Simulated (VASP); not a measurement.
# MnO2 (P4_2/mnm) in VASP: notebook

The runs below take MnO2 through single point, relaxation of shape and atoms at fixed volume, with PBE+U.

Program: VASP 6.6.1. These are calculated values, not measurements. Logs are shortened: lines on timing, memory, paths and dates and some standing lists are left out, and cuts for length are marked.

## (1) The cell of the first run

Symmetry: P4_2/mnm, No. 136, tetragonal system. The conventional cell has a = 4.369 Å, b = 4.369 Å, c = 2.898 Å, α = 90.00°, β = 90.00°, γ = 90.00°. Mn (site symmetry mmm) has 6 O at 1.88 to 1.89 Å within 2.5 Å. O (site symmetry m2m) has 3 Mn at 1.88 to 1.89 Å and 1 O at 2.41 Å within 2.5 Å.

## (2) Single point, PBE+U, collinear spin, antiferromagnetic start (9.22 Å³/atom)

The input, INCAR:

```
ALGO = Normal ; EDIFF = 1E-6
ENCUT = 520 ; GGA = PE
ISIF = 2 ; ISMEAR = 0
ISPIN = 2 ; LASPH = T
LCHARG = F ; LDAU = T
LDAUJ = 0 0 ; LDAUL = 2 -1
LDAUPRINT = 1 ; LDAUTYPE = 2
LDAUU = 3.9 0 ; LMAXMIX = 4
LORBIT = 11 ; LREAL = F
LWAVE = F ; MAGMOM = 2.81 -2.81 -0.01 0.01 -0.01 0.01
NBANDS = 38 ; NELM = 150
PREC = Accurate ; SIGMA = 0.05
```

The input, KPOINTS:

```
k-points
0
Gamma
  6 6 8
```

The input, POSCAR:

```
MnO2
1.0
    4.3690208680      0.0000041836      0.0000000000
    0.0000041836      4.3690208680      0.0000000000
    0.0000000000      0.0000000000      2.8983643679
Mn O
2 4
Direct
    0.0000000000      0.0000000000      0.0000000000
    0.5000000000      0.5000000000      0.5000000000
    0.3052321943      0.3052321943      0.0000000000
    0.1947676478      0.8052323522      0.5000000000
    0.6947678057      0.6947678057      0.0000000000
    0.8052323522      0.1947676478      0.5000000000
```

Potentials or basis: VASP PAW PBE potentials, release 64 (Mn_pv, O).

The run is started by

```bash
$ cat potpaw_PBE.64/Mn_pv/POTCAR potpaw_PBE.64/O/POTCAR > POTCAR
$ mpirun -np 1 vasp_std > vasp.out
```

OUTCAR:

```text
EDIFF = 1E-6
   ENCUT = 520
   GGA = PE
   ISIF = 2
   ISMEAR = 0
   ISPIN = 2
   LASPH = T
   LORBIT = 11
   LREAL = F
   NELM = 150
   PREC = Accurate

 ion  position               nearest neighbor table
   1  0.000  0.000  0.000-   4 1.88   6 1.88   4 1.88   6 1.88   5 1.89   3 1.89
   2  0.500  0.500  0.500-   3 1.88   5 1.88   3 1.88   5 1.88   4 1.89   6 1.89
   3  0.305  0.305  0.000-   2 1.88   2 1.88   1 1.89
   4  0.195  0.805  0.500-   1 1.88   1 1.88   2 1.89
   5  0.695  0.695  0.000-   2 1.88   2 1.88   1 1.89
   6  0.805  0.195  0.500-   1 1.88   1 1.88   2 1.89

  LATTYP: Found a simple tetragonal cell.
 ALAT       =     4.3690208680
 C/A-ratio  =     0.6633899117

  Lattice vectors:

 A1 = (   4.3690208680,   0.0000041836,   0.0000000000)
 A2 = (   0.0000041836,   4.3690208680,   0.0000000000)
 A3 = (   0.0000000000,   0.0000000000,   2.8983643679)

Analysis of symmetry for initial positions (statically):
=====================================================================
 Subroutine PRICEL returns:
 Original cell was already a primitive cell.

 Routine SETGRP: Setting up the symmetry group for a
 simple tetragonal supercell.

 Subroutine GETGRP returns: Found 16 space group operations
 (whereof  8 operations were pure point group operations)
 out of a pool of 16 trial point group operations.

The static configuration has the point symmetry D_2h.
 The point group associated with its full space group is D_4h.

Analysis of symmetry for dynamics (positions and initial velocities):
=====================================================================
 Subroutine PRICEL returns:
 Original cell was already a primitive cell.

 Routine SETGRP: Setting up the symmetry group for a
 simple tetragonal supercell.

 Subroutine GETGRP returns: Found 16 space group operations
 (whereof  8 operations were pure point group operations)
 out of a pool of 16 trial point group operations.

The dynamic configuration has the point symmetry D_2h.
 The point group associated with its full space group is D_4h.

Analysis of structural, dynamic, and magnetic symmetry:
[... 223 lines left out ...]
  o =  0.4954  v =  0.0000  0.0000  0.0000  0.0000  0.0000  0.0000  0.7071  0.0000  0.7071 -0.0000      0.0000  0.0000  0.0000  0.0000  0.0000  0.0000  0.0000  0.0000  0.0000  0.0000
  o =  0.9602  v =  0.0000  0.0000  0.0000  0.0000  0.0000 -0.5346 -0.0000  0.8451  0.0000  0.0000      0.0000  0.0000  0.0000  0.0000  0.0000  0.0000  0.0000  0.0000  0.0000  0.0000
  o =  0.9659  v =  0.0000  0.0000  0.0000  0.0000  0.0000 -0.0000  0.7071  0.0000 -0.7071 -0.0000      0.0000  0.0000  0.0000  0.0000  0.0000  0.0000  0.0000  0.0000  0.0000  0.0000
  o =  0.9663  v =  0.0000  0.0000  0.0000  0.0000  0.0000 -0.0000 -0.0000  0.0000  0.0000 -1.0000      0.0000  0.0000  0.0000  0.0000  0.0000  0.0000  0.0000  0.0000  0.0000  0.0000

 number of electron      50.0000027 magnetization      -0.0000001

 Free energy of the ion-electron system (eV)
  ---------------------------------------------------
  ext. energy  EPLUGINS =         0.00000000
  ---------------------------------------------------
  free energy    TOTEN  =       -42.30853043 eV

  energy without entropy =      -42.30853043  energy(sigma->0) =      -42.30853043

 E-fermi :   5.3609     XC(G=0): -12.0460

 val. band max:        5.1617192912   @ k =   0.0000   0.0000   0.0000
 cond. band min:       5.5659825213   @ k =   0.0000   0.0000   0.0000
 fundamental gap:      0.4042632301
 Fermi energy:         5.3608882810

 spin component 1

 k-point     1 :       0.0000    0.0000    0.0000
  band No.  band energies     occupation
      1     -45.7275      1.00000
      2     -45.6675      1.00000
      3     -45.6102      1.00000
      4     -42.5073      1.00000
      5     -42.4161      1.00000
      6     -42.4030      1.00000
[... 1913 lines left out ...]
     36      19.9500      0.00000
     37      20.9762      0.00000

 [... further k-points ...]

 [bands above 37 left out]

------------------------ aborting loop because EDIFF is reached ----------------------------------------

  FORCE on cell =-STRESS in cart. coord.  units (eV):
  Direction    XX          YY          ZZ          XY          YZ          ZX
  --------------------------------------------------------------------------------------
  -------------------------------------------------------------------------------------
  Total        3.8149822      3.8149822      3.7496735      0.0000073      0.0000000      0.0000000
  in kB      110.4795448    110.4795448    108.5882464      0.0002116      0.0000000      0.0000000
  external PRESSURE =     109.8491120 kB  Pullay stress =       0.0000000 kB

 VOLUME and BASIS-vectors are now :
 -----------------------------------------------------------------------------
  energy-cutoff  :      520.00
  volume of cell :       55.32
      direct lattice vectors                 reciprocal lattice vectors
     4.369020868  0.000004184  0.000000000     0.228884235 -0.000000219  0.000000000
     0.000004184  4.369020868  0.000000000    -0.000000219  0.228884235  0.000000000
     0.000000000  0.000000000  2.898364368     0.000000000  0.000000000  0.345022183

 POSITION                                       TOTAL-FORCE (eV/Angst)
 -----------------------------------------------------------------------------------
      0.00000      0.00000      0.00000        -0.000000     -0.000000      0.000000
      2.18451      2.18451      1.44918         0.000000     -0.000000      0.000000
      1.33357      1.33357      0.00000        -0.021269     -0.021269      0.000000
      0.85095      3.51808      1.44918         0.021269     -0.021269      0.000000
      3.03546      3.03546      0.00000         0.021269      0.021269     -0.000000
      3.51808      0.85095      1.44918        -0.021269      0.021269     -0.000000
 -----------------------------------------------------------------------------------
    total drift:                                0.000000     -0.000000      0.000000

  FREE ENERGIE OF THE ION-ELECTRON SYSTEM (eV)
  ---------------------------------------------------
  free  energy   TOTEN  =       -42.3085304311 eV

  energy  without entropy=      -42.3085304310  energy(sigma->0) =      -42.30853043

 total charge

# of ion       s       p       d       tot
------------------------------------------
    1        0.361   6.481   4.836  11.678
    2        0.361   6.481   4.836  11.678
    3        1.568   3.487   0.000   5.055
    4        1.568   3.487   0.000   5.055
    5        1.568   3.487   0.000   5.055
    6        1.568   3.487   0.000   5.055
--------------------------------------------------
tot          6.994  26.909   9.673  43.576

 magnetization (x)

# of ion       s       p       d       tot
------------------------------------------
    1        0.016   0.028   2.878   2.922
    2       -0.016  -0.028  -2.878  -2.922
    3       -0.000  -0.007   0.000  -0.008
    4        0.000   0.007   0.000   0.008
    5       -0.000  -0.007   0.000  -0.008
    6        0.000   0.007   0.000   0.008
--------------------------------------------------
tot          0.000   0.000  -0.000  -0.000
```

It took 2.4 min on 1 thread of Intel Xeon Platinum 8488C (Sapphire Rapids), shared host; peak memory 0.27 GiB.

What came out:

```
Free energy                                           : -42.3085 eV
Pressure                                              : 11.0 GPa
Largest force                                         : 0.030 eV/Å
Band gap on the k mesh                                : 0.40 eV
Net moment                                            : 0.00 μB per cell
Site moments                                          : Mn +2.92, -2.92; O -0.01, +0.01 (each value once) μB
Valence electrons inside the program's atomic spheres : Mn 11.68; O 5.05
```

Forces on the atoms (eV/Å):
```
Mn   0.000  0.000  0.000
Mn   0.000  0.000  0.000
O   -0.021 -0.021  0.000
O    0.021 -0.021  0.000
O    0.021  0.021  0.000
O   -0.021  0.021  0.000
```

Eigenvalues of the final occupation matrices:
| site | spin | trace | eigenvalues |
| --- | --- | --- | --- |
| site 1 d | 1 | 3.87 | 0.49 0.50 0.96 0.97 0.97 |
| site 1 d | 2 | 0.99 | 0.07 0.12 0.13 0.33 0.34 |
| site 2 d | 1 | 0.99 | 0.07 0.12 0.13 0.33 0.34 |
| site 2 d | 2 | 3.87 | 0.49 0.50 0.96 0.97 0.97 |

Caveat: the cell stands under pressure.

## (3) Single point, PBE+U, collinear spin, antiferromagnetic start (9.41 Å³/atom)

This run uses another cell than the first one, of 9.41 Å³/atom.

The input, INCAR:

```
PREC = Accurate
ENCUT = 520
EDIFF = 1E-6
ISMEAR = 0
SIGMA = 0.05
LREAL = F
LASPH = T
NELM = 150
ALGO = Normal
ISIF = 2
LWAVE = F
LCHARG = F
ISPIN = 2
MAGMOM = 2.85 -2.85 -0.01 0.01 -0.01 0.01
LORBIT = 11
LMAXMIX = 4
LDAU = T
LDAUTYPE = 2
LDAUL = 2 -1
LDAUU = 3.9 0
LDAUJ = 0 0
LDAUPRINT = 1
GGA = PE
NBANDS = 38
```

The input, KPOINTS:

```
Automatic mesh
0
Gamma
  6 6 8
```

The input, POSCAR:

```
MnO2
1.0
    4.4020965157      0.0000085224      0.0000000000
    0.0000085224      4.4020965157      0.0000000000
    0.0000000000      0.0000000000      2.9144522363
Mn O
2 4
Direct
    0.0000000000      0.0000000000      0.0000000000
    0.5000000000      0.5000000000      0.5000000000
    0.3055924344      0.3055924344      0.0000000000
    0.1944074456      0.8055925544      0.5000000000
    0.6944075656      0.6944075656      0.0000000000
    0.8055925544      0.1944074456      0.5000000000
```

Potentials or basis: VASP PAW PBE potentials, release 64 (Mn_pv, O).

The run is started by

```bash
$ cat potpaw_PBE.64/Mn_pv/POTCAR potpaw_PBE.64/O/POTCAR > POTCAR
$ mpirun -np 1 vasp_std > vasp.out
```

Wall time 2.6 min (1 thread of Intel Xeon Platinum 8488C (Sapphire Rapids), shared host); peak memory 0.29 GiB.

The run converged. Its results:

| Property | Result |
| --- | --- |
| Free energy | -42.3708 eV |
| Pressure | 5.9 GPa |
| Largest force | 0.031 eV/Å |
| Band gap on the k mesh | 0.32 eV |
| Net moment | 0.00 μB per cell |
| Site moments | Mn +2.95, -2.95; O -0.01, +0.01 (each value once) μB |
| Valence electrons inside the program's atomic spheres | Mn 11.63; O 5.04 |

Forces in eV/Å, atoms in the order of the input:
```
Mn   0.000  0.000  0.000
Mn   0.000  0.000  0.000
O   -0.022 -0.022  0.000
O    0.022 -0.022  0.000
O    0.022  0.022  0.000
O   -0.022  0.022  0.000
```

Stress tensor (GPa, compression positive):
```
5.99 0.00 0.00
0.00 5.99 0.00
0.00 0.00 5.76
```

Levels at points of the mesh, in eV from the valence-band top:
Spin up:
| k point | band 21 | band 22 | band 23 | band 24 | band 25 | band 26 | band 27 | band 28 | band 29 | band 30 |
| --- | --- | --- | --- | --- | --- | --- | --- | --- | --- | --- |
| (0.00, 0.00, 0.00) | -2.61 | -1.27 | -0.63 | -0.59 | 0.00 | 0.32 | 1.44 | 2.24 | 3.23 | 3.66 |
| (0.50, 0.00, 0.00) | -2.35 | -1.75 | -1.51 | -0.92 | -0.81 | 2.33 | 2.34 | 2.62 | 2.63 | 3.14 |
| (0.50, 0.50, 0.00) | -2.17 | -2.12 | -1.57 | -1.54 | -0.19 | 0.45 | 1.40 | 2.80 | 3.42 | 3.66 |
| (0.00, 0.00, 0.50) | -2.83 | -2.68 | -1.90 | -1.24 | -0.47 | 1.41 | 1.69 | 2.59 | 2.73 | 3.39 |
| (0.50, 0.00, 0.50) | -3.45 | -1.85 | -1.33 | -1.30 | -1.19 | 0.77 | 1.40 | 2.58 | 2.87 | 3.13 |
| (0.50, 0.50, 0.50) | -2.79 | -1.47 | -0.97 | -0.67 | -0.66 | 1.72 | 2.08 | 2.41 | 2.77 | 2.91 |
Spin down:
| k point | band 23 | band 24 | band 25 | band 26 | band 27 | band 28 |
| --- | --- | --- | --- | --- | --- | --- |
| (0.00, 0.00, 0.00) | -0.63 | -0.59 | 0.00 | 0.32 | 1.44 | 2.24 |
| (0.50, 0.00, 0.00) | -1.51 | -0.92 | -0.81 | 2.33 | 2.34 | 2.62 |
| (0.50, 0.50, 0.00) | -1.57 | -1.54 | -0.19 | 0.45 | 1.40 | 2.80 |
| (0.00, 0.00, 0.50) | -1.90 | -1.24 | -0.47 | 1.41 | 1.69 | 2.59 |
| (0.50, 0.00, 0.50) | -1.33 | -1.30 | -1.19 | 0.77 | 1.40 | 2.58 |
| (0.50, 0.50, 0.50) | -0.97 | -0.67 | -0.66 | 1.72 | 2.08 | 2.41 |

Eigenvalues of the final occupation matrices:
```csv
site,spin,trace,eigenvalues
site 1 d,1,3.88,0.49 0.50 0.96 0.97 0.97
site 1 d,2,0.97,0.06 0.12 0.13 0.32 0.34
site 2 d,1,0.97,0.06 0.12 0.13 0.32 0.34
site 2 d,2,3.88,0.49 0.50 0.96 0.97 0.97
```

Caveat: the cell stands under pressure. A k mesh can miss the band edges.

## (4) Single point, PBE+U, collinear spin, antiferromagnetic start (9.80 Å³/atom)

This run uses another cell than the first one, of 9.80 Å³/atom.

The input, INCAR:

```
SYSTEM = MnO2
PREC = Accurate
ENCUT = 520
EDIFF = 1E-7
ISMEAR = 0
SIGMA = 0.05
LREAL = .False.
LASPH = .True.
NELM = 150
ALGO = Normal
ISIF = 2
LWAVE = .False.
LCHARG = .False.
ISPIN = 2
MAGMOM = 2.92 -2.92 0 0 0 0
LORBIT = 11
LMAXMIX = 4
LDAU = .True.
LDAUTYPE = 2
LDAUL = 2 -1
LDAUU = 3.9 0
LDAUJ = 0 0
LDAUPRINT = 1
GGA = PE
NBANDS = 38
```

The input, KPOINTS:

```
regular mesh
0
Gamma
  6 6 8
  0 0 0
```

The input, POSCAR:

```
MnO2
1.0
    4.4669866116     -0.0000041416      0.0000000000
   -0.0000041416      4.4669866116      0.0000000000
    0.0000000000      0.0000000000      2.9459193775
Mn O
2 4
Direct
    0.0000000000      0.0000000000      0.0000000000
    0.5000000000      0.5000000000      0.5000000000
    0.3064203166      0.3064203166      0.0000000000
    0.1935798592      0.8064201408      0.5000000000
    0.6935796834      0.6935796834      0.0000000000
    0.8064201408      0.1935798592      0.5000000000
```

The run is started by

```bash
$ cat potpaw_PBE.64/Mn_pv/POTCAR potpaw_PBE.64/O/POTCAR > POTCAR
$ mpirun -np 1 vasp_std > vasp.out
```

Run time: 2.2 min. Hardware: 1 thread of Intel Xeon 6975P-C (Granite Rapids), shared host; peak memory 0.3 GiB.

Results (log left out):

| Property | Result |
| --- | --- |
| Free energy | -42.3958 eV |
| Pressure | -2.6 GPa |
| Largest force | 0.031 eV/Å |
| Band gap on the k mesh | 0.15 eV |
| Net moment | 0.00 μB per cell |
| Site moments | Mn +3.01, -3.01; O -0.00, +0.00 (each value once) μB |
| Valence electrons inside the program's atomic spheres | Mn 11.54; O 5.02 |

Forces in eV/Å, atoms in the order of the input:
```
Mn   0.000  0.000  0.000
Mn   0.000  0.000  0.000
O   -0.022 -0.022  0.000
O    0.022 -0.022  0.000
O    0.022  0.022  0.000
O   -0.022  0.022  0.000
```

Stress tensor (GPa, compression positive):
```
-2.47  0.00  0.00
 0.00 -2.47  0.00
 0.00  0.00 -2.82
```

Levels at points of the mesh, in eV from the valence-band top:
Spin up:
```
           k point  band 22  band 23  band 24  band 25  band 26  band 27  band 28  band 29
(0.00, 0.00, 0.00)    -1.27    -0.63    -0.57     0.00     0.15     1.42     2.21     3.18
(0.50, 0.00, 0.00)    -1.78    -1.54    -0.88    -0.78     2.04     2.33     2.43     2.60
(0.50, 0.50, 0.00)    -2.04    -1.51    -1.49    -0.25     0.29     1.38     2.67     3.35
(0.00, 0.00, 0.50)    -2.49    -1.83    -1.23    -0.51     1.14     1.46     2.55     2.69
(0.50, 0.00, 0.50)    -1.83    -1.27    -1.24    -1.12     0.58     1.21     2.54     2.83
(0.50, 0.50, 0.50)    -1.37    -0.96    -0.66    -0.65     1.49     1.79     2.39     2.74
```
Spin down:
| k point | band 21 | band 22 | band 23 | band 24 | band 25 | band 26 | band 27 | band 28 | band 29 | band 30 |
| --- | --- | --- | --- | --- | --- | --- | --- | --- | --- | --- |
| (0.00, 0.00, 0.00) | -2.61 | -1.27 | -0.63 | -0.57 | 0.00 | 0.15 | 1.42 | 2.21 | 3.18 | 3.48 |
| (0.50, 0.00, 0.00) | -2.25 | -1.78 | -1.54 | -0.88 | -0.78 | 2.04 | 2.33 | 2.43 | 2.60 | 3.10 |
| (0.50, 0.50, 0.00) | -2.06 | -2.04 | -1.51 | -1.49 | -0.25 | 0.29 | 1.38 | 2.67 | 3.35 | 3.48 |
| (0.00, 0.00, 0.50) | -2.82 | -2.49 | -1.83 | -1.23 | -0.51 | 1.14 | 1.46 | 2.55 | 2.69 | 3.32 |
| (0.50, 0.00, 0.50) | -3.34 | -1.83 | -1.27 | -1.24 | -1.12 | 0.58 | 1.21 | 2.54 | 2.83 | 3.07 |
| (0.50, 0.50, 0.50) | -2.84 | -1.37 | -0.96 | -0.66 | -0.65 | 1.49 | 1.79 | 2.39 | 2.74 | 2.89 |

Eigenvalues of the final occupation matrices:
```tsv
site	spin	trace	eigenvalues
site 1 d	1	3.89	0.49 0.50 0.96 0.96 0.97
site 1 d	2	0.92	0.06 0.11 0.12 0.30 0.33
site 2 d	1	0.92	0.06 0.11 0.12 0.30 0.33
site 2 d	2	3.89	0.49 0.50 0.96 0.96 0.97
```

A k mesh can miss the band edges. The state reached can hang on the start; a lower one may exist.

## (5) Single point, PBE+U, collinear spin, antiferromagnetic start (9.99 Å³/atom)

This run uses another cell than the first one, of 9.99 Å³/atom.

INCAR, as its differences from that of step 4:

```diff
@@ -3,3 +3,3 @@
 ENCUT = 520
-EDIFF = 1E-7
+EDIFF = 1E-6
 ISMEAR = 0
@@ -14,3 +14,3 @@
 ISPIN = 2
-MAGMOM = 2.92 -2.92 0 0 0 0
+MAGMOM = 2.96 -2.96 0 0 0 0
 LORBIT = 11
```

KPOINTS is that of step 4.

The input, POSCAR:

```
MnO2
1.0
    4.4993698534      0.0000096068      0.0000000000
    0.0000096068      4.4993698534      0.0000000000
    0.0000000000      0.0000000000      2.9606013851
Mn O
2 4
Direct
    0.0000000000      0.0000000000      0.0000000000
    0.5000000000      0.5000000000      0.5000000000
    0.3068900677      0.3068900677      0.0000000000
    0.1931094986      0.8068905014      0.5000000000
    0.6931099323      0.6931099323      0.0000000000
    0.8068905014      0.1931094986      0.5000000000
```

The run is started by

```bash
$ cat potpaw_PBE.64/Mn_pv/POTCAR potpaw_PBE.64/O/POTCAR > POTCAR
$ mpirun -np 1 vasp_std > vasp.out
```

Run time: 1.8 min. Hardware: 1 thread of Intel Xeon 6975P-C (Granite Rapids), shared host; peak memory 0.3 GiB.

Results (log left out):

* Free energy: -42.3658 eV
* Pressure: -6.1 GPa
* Largest force: 0.032 eV/Å
* Band gap on the k mesh: 0.07 eV
* Net moment: 0.00 μB per cell
* Site moments: Mn +3.04, -3.04; O -0.00, +0.00 (each value once) μB
* Valence electrons inside the program's atomic spheres: Mn 11.50; O 5.01

Forces on the atoms (eV/Å):
```
Mn   0.000  0.000  0.000
Mn   0.000  0.000  0.000
O   -0.023 -0.023  0.000
O    0.023 -0.023  0.000
O    0.023  0.023  0.000
O   -0.023  0.023  0.000
```

Stress tensor (GPa, compression positive):
```
-5.98  0.00  0.00
 0.00 -5.98  0.00
 0.00  0.00 -6.35
```

Levels at points of the mesh, in eV from the valence-band top:
Spin up:
| k point | band 23 | band 24 | band 25 | band 26 | band 27 | band 28 |
| --- | --- | --- | --- | --- | --- | --- |
| (0.00, 0.00, 0.00) | -0.62 | -0.57 | 0.00 | 0.07 | 1.41 | 2.21 |
| (0.50, 0.00, 0.00) | -1.54 | -0.87 | -0.77 | 1.90 | 2.33 | 2.35 |
| (0.50, 0.50, 0.00) | -1.48 | -1.46 | -0.27 | 0.20 | 1.37 | 2.62 |
| (0.00, 0.00, 0.50) | -1.80 | -1.21 | -0.53 | 1.01 | 1.36 | 2.54 |
| (0.50, 0.00, 0.50) | -1.24 | -1.21 | -1.08 | 0.50 | 1.12 | 2.53 |
| (0.50, 0.50, 0.50) | -0.96 | -0.66 | -0.64 | 1.39 | 1.66 | 2.39 |
Spin down:
```tsv
k point	band 21	band 22	band 23	band 24	band 25	band 26	band 27	band 28	band 29	band 30
(0.00, 0.00, 0.00)	-2.60	-1.26	-0.62	-0.57	0.00	0.07	1.41	2.21	3.16	3.40
(0.50, 0.00, 0.00)	-2.20	-1.79	-1.54	-0.87	-0.77	1.90	2.33	2.35	2.59	3.09
(0.50, 0.50, 0.00)	-2.02	-1.97	-1.48	-1.46	-0.27	0.20	1.37	2.62	3.32	3.40
(0.00, 0.00, 0.50)	-2.81	-2.41	-1.80	-1.22	-0.53	1.01	1.36	2.54	2.67	3.29
(0.50, 0.00, 0.50)	-3.29	-1.82	-1.24	-1.21	-1.08	0.50	1.12	2.53	2.82	3.05
(0.50, 0.50, 0.50)	-2.86	-1.33	-0.96	-0.66	-0.64	1.39	1.66	2.39	2.73	2.88
```

Eigenvalues of the final occupation matrices:
| site | spin | trace | eigenvalues |
| --- | --- | --- | --- |
| site 1 d | 1 | 3.89 | 0.50 0.51 0.96 0.96 0.96 |
| site 1 d | 2 | 0.90 | 0.06 0.11 0.12 0.29 0.32 |
| site 2 d | 1 | 0.90 | 0.06 0.11 0.12 0.29 0.32 |
| site 2 d | 2 | 3.89 | 0.50 0.51 0.96 0.96 0.96 |

Caveat: the cell stands under tension.

[end of part 1 of 2]
